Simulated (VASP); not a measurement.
Wanted: the native input for a VASP 6.6.1 run.

| Item | Value |
| --- | --- |
| Task | single point |
| Functional | PBE |
| Potentials or basis | VASP PAW PBE potentials, release 64 (Nb_sv, N) |
| Cutoff | 520 eV |
| k mesh | 4 × 4 × 4 |
| Occupations | gaussian, width 0.1 eV |
| Spin | no spin polarisation |
| Dipole correction | no |
| Further INCAR settings | ALGO = Normal; EDIFF = 1e-06; NBANDS = 36 |

The structure of Nb4N lies in POSCAR:

```
Nb4N
1.0
   -2.9240572900      2.9240572900      2.9240572900
    2.9240572900     -2.9240572900      2.9240572900
    2.9240572900      2.9240572900     -2.9240572900
Nb N
4 1
Direct
    0.0000000000      0.0000000000      0.7463128600
    0.7463128600      0.0000000000      0.0000000000
    0.0000000000      0.7463128600      0.0000000000
    0.2536871400      0.2536871400      0.2536871400
    0.0000000000      0.0000000000      0.0000000000
```

These files were run (other wordings do the same):

INCAR

```
PREC = Accurate
ENCUT = 520
EDIFF = 1E-6
ISMEAR = 0
SIGMA = 0.1
LREAL = False
LASPH = True
NELM = 100
ALGO = Normal
ISIF = 2
LWAVE = False
LCHARG = False
GGA = PE
NBANDS = 36
```

KPOINTS

```
regular mesh
0
Gamma
  4 4 4
```

Potentials or basis: VASP PAW PBE potentials, release 64 (Nb_sv, N).

Command:

```console
$ cat potpaw_PBE.64/Nb_sv/POTCAR potpaw_PBE.64/N/POTCAR > POTCAR
$ mpirun -np 1 vasp_std > vasp.out
```

Results of the run:

| Item | Value |
| --- | --- |
| Pressure | 243.8 GPa |
| Largest force | 92.028 eV/Å |

Caveat: the k points lie up to 0.38 Å⁻¹ apart; forces of over 1 eV/Å act on the atoms, so gaps and moduli don't describe the material at rest.

Run time: 39 s on 1 thread of Intel(R) Xeon(R) Platinum 8259CL CPU @ 2.50GHz (Skylake/Cascade Lake) (shared host), peak memory 0.24 GiB.
